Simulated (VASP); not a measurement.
# P in VASP: further runs

P is run at these levels: PBEsol; tasks: electric field gradients.

Program: VASP 6.6.1. These are calculated values, not measurements. Logs are shortened: lines on timing, memory, paths and dates and some standing lists are left out, and cuts for length are marked.

## Step 1: The cell of the first run

Symmetry: C2/m, No. 12, monoclinic system. Conventional cell: a = 6.104 Å, b = 5.982 Å, c = 4.378 Å, α = 90.00°, β = 91.61°, γ = 90.00°. P (site symmetry 2/m) has 6 P at 4.27 to 4.38 Å within 5.6 Å.

## Step 2: Electric field gradients, PBEsol (equal xy, yz and zx shear strains of +2 %)

INCAR reads:

```
SYSTEM = P
PREC     = Accurate       ! precision mode
ENCUT    = 400            ! plane-wave cutoff, eV
EDIFF    = 1E-8           ! SCF threshold, eV
ISMEAR   = -1             ! smearing method
SIGMA    = 0.08           ! smearing width, eV
LREAL    = .FALSE.        ! projectors in reciprocal space
LASPH    = .TRUE.         ! aspherical terms in the spheres
NELM     = 120            ! most SCF steps
ALGO     = Normal         ! electronic algorithm
ISIF     = 2              ! what is computed and relaxed
LWAVE    = .FALSE.        ! write WAVECAR
LCHARG   = .FALSE.        ! write CHGCAR
GGA      = PS             ! functional
LEFG     = .TRUE.       
NBANDS   = 8              ! bands
GGA_COMPAT= .FALSE.
```

KPOINTS reads:

```
Automatic mesh
0
G
  10 10 9
  0 0 0
```

POSCAR reads:

```
P
1.0
    4.2729048574      0.0427290486      0.0427290486
    0.0427290486      4.2729048574      0.0427290486
    0.0437800000      0.0437800000      4.3780000000
P
1
Direct
    0.0000000000      0.0000000000      0.0000000000
```

Potentials or basis: VASP PAW PBE potentials, release 64 (P).

Started as:

```console
$ cat potpaw_PBE.64/P/POTCAR > POTCAR
$ mpirun -np 1 vasp_std > vasp.out
```

OUTCAR:

```text
SYSTEM = P
   PREC = Accurate
   ENCUT = 400
   EDIFF = 1E-8
   ISMEAR = -1
   LREAL = .FALSE.
   LASPH = .TRUE.
   NELM = 120
   ISIF = 2
   GGA = PS

 ion  position               nearest neighbor table
   1  0.000  0.000  0.000-

  LATTYP: Found a base centered monoclinic cell.
 ALAT       =     6.1038262678
 B/A-ratio  =     0.9801019455
 C/A-ratio  =     0.7173267367
 COS(beta)  =    -0.0281386778

  Lattice vectors:

 A1 = (  -4.2729048574,  -0.0427290486,  -0.0427290486)
 A2 = (  -0.0427290486,  -4.2729048574,  -0.0427290486)
 A3 = (   0.0437800000,   0.0437800000,   4.3780000000)

Analysis of symmetry for initial positions (statically):
=====================================================================
 Subroutine PRICEL returns:
 Original cell was already a primitive cell.

 Routine SETGRP: Setting up the symmetry group for a
 base centered monoclinic supercell.

 Subroutine GETGRP returns: Found  4 space group operations
 (whereof  4 operations were pure point group operations)
 out of a pool of  4 trial point group operations.

The static configuration has the point symmetry C_2h.

Analysis of symmetry for dynamics (positions and initial velocities):
=====================================================================
 Subroutine PRICEL returns:
 Original cell was already a primitive cell.

 Routine SETGRP: Setting up the symmetry group for a
 base centered monoclinic supercell.

 Subroutine GETGRP returns: Found  4 space group operations
 (whereof  4 operations were pure point group operations)
 out of a pool of  4 trial point group operations.

The dynamic configuration has the point symmetry C_2h.

 Subroutine INISYM returns: Found  4 space group operations
 (whereof  4 operations are pure point group operations),
 and found     1 'primitive' translations

----------------------------------------------------------------------------------------

                                     Primitive cell

  volume of cell :      79.9085

  direct lattice vectors                    reciprocal lattice vectors
     4.272904857  0.042729049  0.042729049     0.234079179 -0.002317616 -0.002317616
     0.042729049  4.272904857  0.042729049    -0.002317616  0.234079179 -0.002317616
     0.043780000  0.043780000  4.378000000    -0.002261981 -0.002261981  0.228460041

  length of vectors
     4.273332127  4.273332127  4.378437778     0.234102124  0.234102124  0.228482436

  position of ions in fractional coordinates (direct lattice)
     0.000000000  0.000000000  0.000000000

  ion indices of the primitive-cell ions
   primitive index   ion index
                 1           1

----------------------------------------------------------------------------------------

 KPOINTS: Automatic mesh

Automatic generation of k-mesh.
 Grid dimensions read from file:
 generate k-points for:   10   10    9

 Generating k-lattice:

  Cartesian coordinates                     Fractional coordinates (reciprocal lattice)
     0.023407918 -0.000231762 -0.000231762     0.100000000 -0.000000000 -0.000000000
    -0.000231762  0.023407918 -0.000231762    -0.000000000  0.100000000 -0.000000000
    -0.000251331 -0.000251331  0.025384449     0.000000000  0.000000000  0.111111111

  Length of vectors
     0.023410212  0.023410212  0.025386937

  Shift w.r.t. Gamma in fractional coordinates (k-lattice)
     0.000000000  0.000000000  0.000000000

 Subroutine IBZKPT returns following result:
 ===========================================

 Found    251 irreducible k-points:

 Following reciprocal coordinates:
            Coordinates               Weight
  0.000000  0.000000  0.000000      1.000000
  0.100000  0.000000  0.000000      4.000000
  0.200000  0.000000  0.000000      4.000000
  0.300000  0.000000 -0.000000      4.000000
  0.400000  0.000000  0.000000      4.000000
  0.500000  0.000000 -0.000000      2.000000
[... 16 lines left out ...]
  0.300000  0.300000  0.000000      2.000000
  0.400000  0.300000  0.000000      4.000000
 [... further k-points ...]
   k-points           NKPTS =    251   k-points in BZ     NKDIM =    251   number of bands    NBANDS=      8
   number of dos      NEDOS =    301   number of ions     NIONS =      1
   total plane-waves  NPLWV =  23520
   dimension x,y,z NGX =    28 NGY =   28 NGZ =   30
   dimension x,y,z NGXF=    56 NGYF=   56 NGZF=   60
   ions per type =               1
   NGX,Y,Z   is equivalent  to a cutoff of  10.89, 10.89, 11.39 a.u.
   NGXF,Y,Z  is equivalent  to a cutoff of  21.79, 21.79, 22.78 a.u.
 SYSTEM =  P
   PREC   = accura    normal or accurate (medium, high low for compatibility)
   ISTART =      0    job   : 0-new  1-cont  2-samecut
   ICHARG =      2    charge: 1-file 2-atom 10-const
   ISPIN  =      1    spin polarized calculation?
   LNONCOLLINEAR =      F non collinear calculations
   LSORBIT =      F    spin-orbit coupling
   LASPH  =      T    aspherical Exc in radial PAW
   ENCUT  =  400.0 eV  29.40 Ry    5.42 a.u.   6.97  6.97  7.14*2*pi/ulx,y,z
   NELM   =    120;   NELMIN=  2; NELMDL= -5     # of ELM steps
   EDIFF  = 0.1E-07   stopping-criterion for ELM
   LREAL  =      F    real-space projection
   EDIFFG = 0.1E-06   stopping-criterion for IOM
   NSW    =      0    number of steps for IOM
   IBRION =     -1    ionic relax: 0-MD 1-quasi-New 2-CG
   NFREE  =      0    steps in history (QN), initial steepest desc. (CG)
   ISIF   =      2    stress and relaxation
   ISYM   =      2    0-nonsym 1-usesym 2-fastsym
   POTIM  = 0.5000    time-step for ionic-motion
   TEBEG  =    0.0;   TEEND  =   0.0 temperature during run
   PSTRESS=    0.0 pullay stress
   NELECT =       5.0000    total number of electrons
   NUPDOWN=      -1.0000    fix difference up-down
   EMIN   =  10.00;   EMAX   =-10.00  energy-range for DOS
   EFERMI =   0.00;   METHOD = LEGACY
   ISMEAR =    -1;   SIGMA  =   0.08  broadening in eV -4-tet -1-fermi 0-gaus
   EFERMI_NEDOS =   21; number of points for ismear=-14 and -15
   IALGO  =     38    algorithm
   IMIX   =      4    mixing-type and parameters
     AMIX     =   0.40;   BMIX     =  1.00
     AMIX_MAG =   1.60;   BMIX_MAG =  1.00
  volume/ion in A,a.u.               =      79.91       539.25
  Fermi-wavevector in a.u.,A,eV,Ry     =   0.649931  1.228191  5.747241  0.422410
  Thomas-Fermi vector in A             =   1.719046
   LORBIT       =      0    0 simple, 1 ext, 2 COOP (PROOUT), +10 PAW based schemes
   GGA     = PS    functional components
   LHFCALC =     F    Hartree Fock is set to
   AEXX    =    0.0000 exact exchange contribution
   IVDW    =     0    specifies the selected vdW correction
   LEPSILON=     F    determine dielectric tensor
   LRPA    =     F    only Hartree local field effects (RPA)
 non-spin polarized calculation
  energy-cutoff  :      400.00
  volume of cell :       79.91
 maximum number of plane-waves:      1468
   NGX = 13   NGY = 13   NGZ = 15

 number of electron       5.0000000 magnetization

 Free energy of the ion-electron system (eV)
  ---------------------------------------------------
  ext. energy  EPLUGINS =         0.00000000
  ---------------------------------------------------
  free energy    TOTEN  =        -1.20547306 eV

  energy without entropy =       -1.13248267  energy(sigma->0) =       -1.16897787

 E-fermi :  -3.0681     XC(G=0):  -5.0506

 val. band max:       -3.0695006206   @ k =   0.4000   0.3000   0.4444
 cond. band min:      -3.0628215599   @ k =   0.2000   0.1000   0.0000
 fundamental gap:      0.0066790607
 Fermi energy:        -3.0681237913

 k-point     1 :       0.0000    0.0000    0.0000
  band No.  band energies     occupation
      1     -11.8025      2.00000
      2      -2.6259      0.00792
      3      -2.5261      0.00228
      4      -2.5046      0.00174
      5       1.5552      0.00000
      6       4.3694      0.00000
      7       4.4506      0.00000
      8       8.9462      0.00000
[... 243 lines left out ...]
 k-point    24 :       0.4000    0.3000    0.0000
  band No.  band energies     occupation
      1     -11.5449      2.00000
      2      -3.6144      1.99784
      3      -3.2537      1.82102
      4      -2.3999      0.00047
      5       3.3214      0.00000
      6       4.4233      0.00000
      7       6.3168      0.00000
      8       6.5426      0.00000

 [... further k-points ...]

------------------------ aborting loop because EDIFF is reached ----------------------------------------

  FORCE on cell =-STRESS in cart. coord.  units (eV):
  Direction    XX          YY          ZZ          XY          YZ          ZX
  --------------------------------------------------------------------------------------
  -------------------------------------------------------------------------------------
  Total       -1.9648326     -1.9648326     -1.7305649     -0.0397277     -0.0370656     -0.0370656
  in kB      -39.3952056    -39.3952056    -34.6981008     -0.7965462     -0.7431706     -0.7431706
  external PRESSURE =     -37.8295040 kB  Pullay stress =       0.0000000 kB

 VOLUME and BASIS-vectors are now :
 -----------------------------------------------------------------------------
  energy-cutoff  :      400.00
  volume of cell :       79.91
      direct lattice vectors                 reciprocal lattice vectors
     4.272904857  0.042729049  0.042729049     0.234079179 -0.002317616 -0.002317616
     0.042729049  4.272904857  0.042729049    -0.002317616  0.234079179 -0.002317616
     0.043780000  0.043780000  4.378000000    -0.002261981 -0.002261981  0.228460041

 POSITION                                       TOTAL-FORCE (eV/Angst)
 -----------------------------------------------------------------------------------
      0.00000      0.00000      0.00000        -0.000000      0.000000      0.000000
 -----------------------------------------------------------------------------------
    total drift:                               -0.000000      0.000000     -0.000000

  FREE ENERGIE OF THE ION-ELECTRON SYSTEM (eV)
  ---------------------------------------------------
  free  energy   TOTEN  =        -1.2054730559 eV

  energy  without entropy=       -1.1324826749  energy(sigma->0) =       -1.16897787

 Electric field gradients (V/A^2)
---------------------------------------------------------------------
 ion       V_xx      V_yy      V_zz      V_xy      V_xz      V_yz
---------------------------------------------------------------------
   1       0.377     0.377    -0.754     0.534     0.453     0.453
---------------------------------------------------------------------

 Electric field gradients after diagonalization (V/A^2)
 (convention: |V_zz| > |V_xx| > |V_yy|)
----------------------------------------------------------------------
 ion       V_xx      V_yy      V_zz     asymmetry (V_yy - V_xx)/ V_zz
----------------------------------------------------------------------
   1      -0.972    -0.157     1.129       0.722
----------------------------------------------------------------------

           NMR quadrupolar parameters

 Cq : quadrupolar parameter    Cq=e*Q*V_zz/h
 eta: asymmetry parameters     (V_yy - V_xx)/ V_zz
 Q  : nuclear electric quadrupole moment in mb (millibarn)
----------------------------------------------------------------------
 ion       Cq(MHz)       eta       Q (mb)
----------------------------------------------------------------------
   1       0.003       0.722       1.000
----------------------------------------------------------------------
```

Wall time 78 s (1 thread of Intel Xeon 8259CL, shared host); peak memory 0.22 GiB.

What came out:

```yaml
Free_energy: -1.2055 eV
Pressure: -3.8 GPa
Band_gap_on_the_k_mesh: zero (an odd number of electrons rules out a gap without spin polarisation)
Largest_electric_field_gradient_by_atom: P +1.1 V/Å²
```

Electric field gradients, principal values (V/Å²):
| atom | least | middle | greatest (by size) |
| --- | --- | --- | --- |
| 1 P | -0.157 | -0.972 | 1.129 |

Caveat: the cell differs from its parent crystal (equal xy, yz and zx shear strains of +2 %); the cell stands under tension; without QUAD_EFG the Cq values of the log hold for a quadrupole moment of 1 mb, not for the nuclei; the PAW data sets were made with another functional, which shifts forces and pressure a little.

## Step 3: Electric field gradients, PBEsol (zz strain of -1 %)

INCAR reads:

```
SYSTEM = P
PREC = Accurate
ENCUT = 400
EDIFF = 1E-8
ISMEAR = -1
SIGMA = 0.08
LREAL = .False.
LASPH = .True.
NELM = 120
ALGO = Normal
ISIF = 2
LWAVE = .False.
LCHARG = .False.
GGA = PS
LEFG = .True.
NBANDS = 8
GGA_COMPAT = .False.
```

KPOINTS reads:

```
Automatic mesh
0
Gamma
  10 10 9
  0 0 0
```

POSCAR reads:

```
P
1.0
    4.2729048574      0.0000000000      0.0000000000
    0.0000000000      4.2729048574      0.0000000000
    0.0000000000      0.0000000000      4.3342200000
P
1
Direct
    0.0000000000      0.0000000000      0.0000000000
```

Potentials or basis: VASP PAW PBE potentials, release 64 (P).

Started as:

```console
$ cat potpaw_PBE.64/P/POTCAR > POTCAR
$ mpirun -np 1 vasp_std > vasp.out
```

OUTCAR:

```text
SYSTEM = P
   PREC = Accurate
   ENCUT = 400
   EDIFF = 1E-8
   ISMEAR = -1
   LREAL = .False.
   LASPH = .True.
   NELM = 120
   ISIF = 2
   GGA = PS

 ion  position               nearest neighbor table
   1  0.000  0.000  0.000-

  LATTYP: Found a simple tetragonal cell.
 ALAT       =     4.2729048574
 C/A-ratio  =     1.0143497561

  Lattice vectors:

 A1 = (   4.2729048574,   0.0000000000,   0.0000000000)
 A2 = (   0.0000000000,   4.2729048574,   0.0000000000)
 A3 = (   0.0000000000,   0.0000000000,   4.3342200000)

Analysis of symmetry for initial positions (statically):
=====================================================================
 Subroutine PRICEL returns:
 Original cell was already a primitive cell.

[... 447 lines left out ...]
  in kB      -39.6964430    -39.6964430    -36.7573716      0.0000000      0.0000000      0.0000000
  external PRESSURE =     -38.7167525 kB  Pullay stress =       0.0000000 kB

 VOLUME and BASIS-vectors are now :
 -----------------------------------------------------------------------------
  energy-cutoff  :      400.00
  volume of cell :       79.13
      direct lattice vectors                 reciprocal lattice vectors
     4.272904857  0.000000000  0.000000000     0.234032826  0.000000000  0.000000000
     0.000000000  4.272904857  0.000000000     0.000000000  0.234032826  0.000000000
     0.000000000  0.000000000  4.334220000     0.000000000  0.000000000  0.230722021

 POSITION                                       TOTAL-FORCE (eV/Angst)
 -----------------------------------------------------------------------------------
      0.00000      0.00000      0.00000         0.000000      0.000000      0.000000
 -----------------------------------------------------------------------------------
    total drift:                               -0.000000      0.000000     -0.000000

  FREE ENERGIE OF THE ION-ELECTRON SYSTEM (eV)
  ---------------------------------------------------
  free  energy   TOTEN  =        -1.2238551883 eV

  energy  without entropy=       -1.1524231277  energy(sigma->0) =       -1.18813916

 Electric field gradients (V/A^2)
---------------------------------------------------------------------
 ion       V_xx      V_yy      V_zz      V_xy      V_xz      V_yz
---------------------------------------------------------------------
   1       0.170     0.170    -0.340    -0.000     0.000    -0.000
---------------------------------------------------------------------

 Electric field gradients after diagonalization (V/A^2)
 (convention: |V_zz| > |V_xx| > |V_yy|)
----------------------------------------------------------------------
 ion       V_xx      V_yy      V_zz     asymmetry (V_yy - V_xx)/ V_zz
----------------------------------------------------------------------
   1       0.170     0.170    -0.340       0.000
----------------------------------------------------------------------

           NMR quadrupolar parameters

 Cq : quadrupolar parameter    Cq=e*Q*V_zz/h
 eta: asymmetry parameters     (V_yy - V_xx)/ V_zz
 Q  : nuclear electric quadrupole moment in mb (millibarn)
----------------------------------------------------------------------
 ion       Cq(MHz)       eta       Q (mb)
----------------------------------------------------------------------
   1      -0.001       0.000       1.000
----------------------------------------------------------------------
```

OSZICAR:

```text
N       E                     dE             d eps       ncg     rms          rms(c)
DAV:   1     0.669045784532E+01    0.66905E+01   -0.11060E+03  1680   0.287E+02
DAV:   2    -0.873588838652E+00   -0.75640E+01   -0.74090E+01  2272   0.426E+01
DAV:   3    -0.123925318314E+01   -0.36566E+00   -0.34872E+00  2128   0.928E+00
DAV:   4    -0.124263781139E+01   -0.33846E-02   -0.33818E-02  2936   0.101E+00
DAV:   5    -0.124264052481E+01   -0.27134E-05   -0.27132E-05  2280   0.239E-02    0.602E-01
DAV:   6    -0.122633311626E+01    0.16307E-01   -0.28785E-02  2072   0.639E-01    0.323E-01
DAV:   7    -0.122284086973E+01    0.34922E-02   -0.27878E-02  2104   0.657E-01    0.154E-01
DAV:   8    -0.122378037072E+01   -0.93950E-03   -0.11115E-03  2144   0.158E-01    0.274E-02
DAV:   9    -0.122379934673E+01   -0.18976E-04   -0.12453E-05  2840   0.196E-02    0.890E-03
DAV:  10    -0.122385108412E+01   -0.51737E-04   -0.72748E-05  1808   0.359E-02    0.233E-03
DAV:  11    -0.122385496609E+01   -0.38820E-05   -0.81105E-06  1976   0.112E-02    0.157E-03
DAV:  12    -0.122385509721E+01   -0.13112E-06   -0.34662E-07  2408   0.265E-03    0.291E-04
DAV:  13    -0.122385517129E+01   -0.74082E-07   -0.13738E-07  1920   0.169E-03    0.286E-04
DAV:  14    -0.122385519720E+01   -0.25909E-07   -0.37589E-09  2624   0.339E-04    0.620E-05
DAV:  15    -0.122385518834E+01    0.88577E-08   -0.13936E-09  2080   0.183E-04
   1 F= -.12238552E+01 E0= -.11881392E+01  d E =-.714321E-01
```

Wall time 59 s (1 thread of Intel Xeon 8259CL, shared host); peak memory 0.17 GiB.

Results:

```
Free energy                             : -1.2239 eV
Pressure                                : -3.9 GPa
Band gap on the k mesh                  : zero (an odd number of electrons rules out a gap without spin polarisation)
Largest electric field gradient by atom : P -0.3 V/Å²
```

Electric field gradients, principal values (V/Å²):
| atom | least | middle | greatest (by size) |
| --- | --- | --- | --- |
| 1 P | 0.170 | 0.170 | -0.340 |

Caveat: the cell differs from its parent crystal (zz strain of -1 %); the cell stands under tension; without QUAD_EFG the Cq values of the log hold for a quadrupole moment of 1 mb, not for the nuclei; the PAW data sets were made with another functional, which shifts forces and pressure a little.

(Continued in part 2 of 2.)
